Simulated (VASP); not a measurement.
# CsPbCl3 in VASP: further runs

CsPbCl3 is run at these levels: PBE; tasks: single point.

Everything below comes from runs of VASP 6.6.1. Logs are shortened: lines on timing, memory, paths and dates and some standing lists are left out, and cuts for length are marked.

**1. The cell of the first run**

The typed cell holds 5 atoms: a = 5.623 Å, b = 5.623 Å, c = 5.623 Å, α = 90.00°, β = 90.00°, γ = 90.00°.

**2. Single point, PBE (35.57 Å³/atom)**

Input file INCAR:

```
SYSTEM = CsPbCl3
PREC = Accurate
ENCUT = 520
EDIFF = 1E-6
ISMEAR = 0
SIGMA = 0.01
LREAL = .FALSE.
LASPH = .TRUE.
NELM = 80
ALGO = Normal
ISIF = 2
LWAVE = .FALSE.
LCHARG = .FALSE.
GGA = PE
NBANDS = 30
```

Input file KPOINTS:

```
Automatic mesh
0
G
  4 4 4
  0 0 0
```

Input file POSCAR:

```
CsPbCl3
1.0
    3.9765160531      2.2958426137      3.2464188399
   -3.9765160531      2.2958426137      3.2464188399
    0.0000000000     -4.5916852274      3.2464188399
Cs Pb Cl
1 1 3
Direct
    0.5000000000      0.5000000000      0.5000000000
    0.0000000000      0.0000000000      0.0000000000
    0.5000000000      0.0000606403      0.9999393597
    0.0000606403      0.9999393597      0.5000000000
    0.9999393597      0.5000000000      0.0000606403
```

Potentials or basis: VASP PAW PBE potentials, release 64 (Cs_sv, Pb_d, Cl).

Command:

```
$ cat potpaw_PBE.64/Cs_sv/POTCAR potpaw_PBE.64/Pb_d/POTCAR potpaw_PBE.64/Cl/POTCAR > POTCAR
$ mpirun -np 1 vasp_std > vasp.out
```

OUTCAR:

```text
SYSTEM = CsPbCl3
   PREC = Accurate
   ENCUT = 520
   EDIFF = 1E-6
   ISMEAR = 0
   LREAL = .FALSE.
   LASPH = .TRUE.
   NELM = 80
   ISIF = 2
   GGA = PE

 ion  position               nearest neighbor table
   1  0.500  0.500  0.500-
   2  0.000  0.000  0.000-   5 2.81   3 2.81   5 2.81   3 2.81   4 2.81   4 2.81
   3  0.500  0.000  1.000-   2 2.81   2 2.81
   4  0.000  1.000  0.500-   2 2.81   2 2.81
   5  1.000  0.500  0.000-   2 2.81   2 2.81

  LATTYP: Found a trigonal (rhomboedric) cell.
 ALAT       =     5.6234160891
 COS(alpha) =    -0.0000806800

  Lattice vectors:

 A1 = (   3.9765160531,   2.2958426137,   3.2464188399)
 A2 = (  -3.9765160531,   2.2958426137,   3.2464188399)
 A3 = (   0.0000000000,  -4.5916852274,   3.2464188399)

Analysis of symmetry for initial positions (statically):
=====================================================================
 Subroutine PRICEL returns:
 Original cell was already a primitive cell.

 Routine SETGRP: Setting up the symmetry group for a
 trigonal (rhombohedral) supercell.

 Subroutine GETGRP returns: Found  6 space group operations
 (whereof  6 operations were pure point group operations)
 out of a pool of 12 trial point group operations.

The static configuration has the point symmetry D_3 .

Analysis of symmetry for dynamics (positions and initial velocities):
=====================================================================
 Subroutine PRICEL returns:
 Original cell was already a primitive cell.

 Routine SETGRP: Setting up the symmetry group for a
 trigonal (rhombohedral) supercell.

 Subroutine GETGRP returns: Found  6 space group operations
 (whereof  6 operations were pure point group operations)
 out of a pool of 12 trial point group operations.

The dynamic configuration has the point symmetry D_3 .

 Subroutine INISYM returns: Found  6 space group operations
 (whereof  6 operations are pure point group operations),
 and found     1 'primitive' translations

----------------------------------------------------------------------------------------

                                     Primitive cell

  volume of cell :     177.8282

  direct lattice vectors                    reciprocal lattice vectors
     3.976516053  2.295842614  3.246418840     0.125738207  0.072594988  0.102677242
    -3.976516053  2.295842614  3.246418840    -0.125738207  0.072594988  0.102677242
     0.000000000 -4.591685227  3.246418840     0.000000000 -0.145189976  0.102677242

  length of vectors
     5.623416089  5.623416089  5.623416089     0.177827852  0.177827852  0.177827852

  position of ions in fractional coordinates (direct lattice)
     0.500000000  0.500000000  0.500000000
     0.000000000  0.000000000  0.000000000
     0.500000000  0.000060640  0.999939360
     0.000060640  0.999939360  0.500000000
     0.999939360  0.500000000  0.000060640

  ion indices of the primitive-cell ions
   primitive index   ion index
                 1           1
                 2           2
                 3           3
                 4           4
                 5           5

----------------------------------------------------------------------------------------

 KPOINTS: Automatic mesh

Automatic generation of k-mesh.
 Grid dimensions read from file:
 generate k-points for:    4    4    4

 Generating k-lattice:

  Cartesian coordinates                     Fractional coordinates (reciprocal lattice)
     0.031434552  0.018148747  0.025669311     0.250000000 -0.000000000  0.000000000
    -0.031434552  0.018148747  0.025669311    -0.000000000  0.250000000  0.000000000
     0.000000000 -0.036297494  0.025669311     0.000000000  0.000000000  0.250000000

  Length of vectors
     0.044456963  0.044456963  0.044456963

  Shift w.r.t. Gamma in fractional coordinates (k-lattice)
     0.000000000  0.000000000  0.000000000

 Subroutine IBZKPT returns following result:
 ===========================================

 Found     13 irreducible k-points:

 Following reciprocal coordinates:
            Coordinates               Weight
  0.000000  0.000000  0.000000      1.000000
  0.250000 -0.000000  0.000000      6.000000
  0.500000 -0.000000  0.000000      3.000000
  0.250000  0.250000  0.000000      6.000000
  0.500000  0.250000  0.000000     12.000000
 -0.250000  0.250000  0.000000      6.000000
  0.500000  0.500000  0.000000      3.000000
  0.250000  0.250000  0.250000      2.000000
  0.500000  0.250000  0.250000      6.000000
 -0.250000  0.250000  0.250000      6.000000
  0.500000  0.500000  0.250000      6.000000
 -0.250000  0.500000  0.250000      6.000000
  0.500000  0.500000  0.500000      1.000000
   k-points           NKPTS =     13   k-points in BZ     NKDIM =     13   number of bands    NBANDS=     30
   number of dos      NEDOS =    301   number of ions     NIONS =      5
   total plane-waves  NPLWV =  74088
   dimension x,y,z NGX =    42 NGY =   42 NGZ =   42
   dimension x,y,z NGXF=    84 NGYF=   84 NGZF=   84
   ions per type =               1   1   3
   NGX,Y,Z   is equivalent  to a cutoff of  12.42, 12.42, 12.42 a.u.
   NGXF,Y,Z  is equivalent  to a cutoff of  24.83, 24.83, 24.83 a.u.
 SYSTEM =  CsPbCl3
   PREC   = accura    normal or accurate (medium, high low for compatibility)
   ISTART =      0    job   : 0-new  1-cont  2-samecut
   ICHARG =      2    charge: 1-file 2-atom 10-const
   ISPIN  =      1    spin polarized calculation?
   LNONCOLLINEAR =      F non collinear calculations
   LSORBIT =      F    spin-orbit coupling
   LASPH  =      T    aspherical Exc in radial PAW
   ENCUT  =  520.0 eV  38.22 Ry    6.18 a.u.  10.46 10.46 10.46*2*pi/ulx,y,z
   NELM   =     80;   NELMIN=  2; NELMDL= -5     # of ELM steps
   EDIFF  = 0.1E-05   stopping-criterion for ELM
   LREAL  =      F    real-space projection
   EDIFFG = 0.1E-04   stopping-criterion for IOM
   NSW    =      0    number of steps for IOM
   IBRION =     -1    ionic relax: 0-MD 1-quasi-New 2-CG
   NFREE  =      0    steps in history (QN), initial steepest desc. (CG)
   ISIF   =      2    stress and relaxation
   ISYM   =      2    0-nonsym 1-usesym 2-fastsym
   POTIM  = 0.5000    time-step for ionic-motion
   TEBEG  =    0.0;   TEEND  =   0.0 temperature during run
   PSTRESS=    0.0 pullay stress
   NELECT =      44.0000    total number of electrons
   NUPDOWN=      -1.0000    fix difference up-down
   EMIN   =  10.00;   EMAX   =-10.00  energy-range for DOS
   EFERMI =   0.00;   METHOD = LEGACY
   ISMEAR =     0;   SIGMA  =   0.01  broadening in eV -4-tet -1-fermi 0-gaus
   EFERMI_NEDOS =   21; number of points for ismear=-14 and -15
   IALGO  =     38    algorithm
   IMIX   =      4    mixing-type and parameters
     AMIX     =   0.40;   BMIX     =  1.00
     AMIX_MAG =   1.60;   BMIX_MAG =  1.00
  volume/ion in A,a.u.               =      35.57       240.01
  Fermi-wavevector in a.u.,A,eV,Ry     =   1.027761  1.942187 14.371737  1.056293
  Thomas-Fermi vector in A             =   2.161723
   LORBIT       =      0    0 simple, 1 ext, 2 COOP (PROOUT), +10 PAW based schemes
   GGA     = PE    functional components
   LHFCALC =     F    Hartree Fock is set to
   AEXX    =    0.0000 exact exchange contribution
   IVDW    =     0    specifies the selected vdW correction
   LEPSILON=     F    determine dielectric tensor
   LRPA    =     F    only Hartree local field effects (RPA)
 non-spin polarized calculation
 Gauss-broadening in eV      SIGMA  =   0.01
  energy-cutoff  :      520.00
  volume of cell :      177.83
 maximum number of plane-waves:      4828
 NGX is ok and might be reduce to    42
   NGX = 21   NGY = 21   NGZ = 21

 number of electron      44.0000011 magnetization

 Free energy of the ion-electron system (eV)
  ---------------------------------------------------
  ext. energy  EPLUGINS =         0.00000000
  ---------------------------------------------------
  free energy    TOTEN  =       -17.49717139 eV

  energy without entropy =      -17.49717139  energy(sigma->0) =      -17.49717139

 E-fermi :   1.7342     XC(G=0):  -7.7780

 val. band max:        1.6816917924   @ k =   0.5000   0.5000   0.5000
 cond. band min:       3.6607982663   @ k =   0.5000   0.5000   0.5000
 fundamental gap:      1.9791064739
 Fermi energy:         1.7342451275

 k-point     1 :       0.0000    0.0000    0.0000
  band No.  band energies     occupation
      1     -19.6394      2.00000
      2     -15.0948      2.00000
      3     -15.0948      2.00000
      4     -14.8643      2.00000
      5     -14.8643      2.00000
      6     -14.8643      2.00000
[... 22 lines left out ...]
     29       7.8482      0.00000
     30       7.8488      0.00000

 k-point     2 :       0.2500   -0.0000    0.0000
  band No.  band energies     occupation
      1     -19.6384      2.00000
      2     -15.0947      2.00000
      3     -15.0458      2.00000
      4     -14.8650      2.00000
      5     -14.8650      2.00000
      6     -14.8643      2.00000
[... 22 lines left out ...]
     29       7.1450      0.00000
     30       8.0097      0.00000

 k-point     3 :       0.5000   -0.0000    0.0000
  band No.  band energies     occupation
      1     -19.6373      2.00000
      2     -15.0946      2.00000
      3     -14.9949      2.00000
      4     -14.8658      2.00000
      5     -14.8657      2.00000
      6     -14.8643      2.00000
[... 22 lines left out ...]
     29       7.4611      0.00000
     30       8.6763      0.00000

 k-point     4 :       0.2500    0.2500    0.0000
  band No.  band energies     occupation
      1     -19.6374      2.00000
      2     -15.0712      2.00000
      3     -15.0176      2.00000
      4     -14.8657      2.00000
      5     -14.8650      2.00000
      6     -14.8650      2.00000
[... 253 lines left out ...]
     29       7.5347      0.00000
     30       7.9374      0.00000

 k-point    12 :      -0.2500    0.5000    0.2500
  band No.  band energies     occupation
      1     -19.6357      2.00000
      2     -15.0175      2.00000
      3     -14.9608      2.00000
      4     -14.8665      2.00000
      5     -14.8664      2.00000
      6     -14.8657      2.00000
[... 22 lines left out ...]
     29       7.8735      0.00000
     30       7.8830      0.00000

 k-point    13 :       0.5000    0.5000    0.5000
  band No.  band energies     occupation
      1     -19.6341      2.00000
      2     -14.9278      2.00000
      3     -14.9278      2.00000
      4     -14.8672      2.00000
      5     -14.8671      2.00000
      6     -14.8671      2.00000
[... 22 lines left out ...]
     29       7.2924      0.00000
     30       8.4810      0.00000

------------------------ aborting loop because EDIFF is reached ----------------------------------------

  FORCE on cell =-STRESS in cart. coord.  units (eV):
  Direction    XX          YY          ZZ          XY          YZ          ZX
  --------------------------------------------------------------------------------------
  -------------------------------------------------------------------------------------
  Total        1.6827746      1.6827746      1.6840305      0.0000000      0.0000000     -0.0000000
  in kB       15.1612807     15.1612807     15.1725959      0.0000000      0.0000000     -0.0000000
  external PRESSURE =      15.1650525 kB  Pullay stress =       0.0000000 kB

 VOLUME and BASIS-vectors are now :
 -----------------------------------------------------------------------------
  energy-cutoff  :      520.00
  volume of cell :      177.83
      direct lattice vectors                 reciprocal lattice vectors
     3.976516053  2.295842614  3.246418840     0.125738207  0.072594988  0.102677242
    -3.976516053  2.295842614  3.246418840    -0.125738207  0.072594988  0.102677242
     0.000000000 -4.591685227  3.246418840     0.000000000 -0.145189976  0.102677242

 POSITION                                       TOTAL-FORCE (eV/Angst)
 -----------------------------------------------------------------------------------
      0.00000      0.00000      4.86963         0.000000     -0.000000     -0.000000
      0.00000      0.00000      0.00000         0.000000      0.000000     -0.000000
      1.98802     -3.44335      4.86963         0.000000     -0.000000     -0.000000
     -3.97603      0.00000      4.86963        -0.000000      0.000000      0.000000
      1.98802      3.44335      4.86963         0.000000      0.000000     -0.000000
 -----------------------------------------------------------------------------------
    total drift:                                0.000000     -0.000000      0.000000

  FREE ENERGIE OF THE ION-ELECTRON SYSTEM (eV)
  ---------------------------------------------------
  free  energy   TOTEN  =       -17.4971713883 eV

  energy  without entropy=      -17.4971713883  energy(sigma->0) =      -17.49717139
```

Wall time 36 s (1 thread of Intel Xeon 6975P-C (Granite Rapids), shared host); peak memory 0.28 GiB.

What came out:

```yaml
Free_energy: -17.4972 eV
Pressure: 1.5 GPa
Band_gap_on_the_k_mesh: 1.98 eV
```

Caveat: spin-orbit coupling is left out, which moves the levels of the heavy elements.

[end of part 1 of 2]
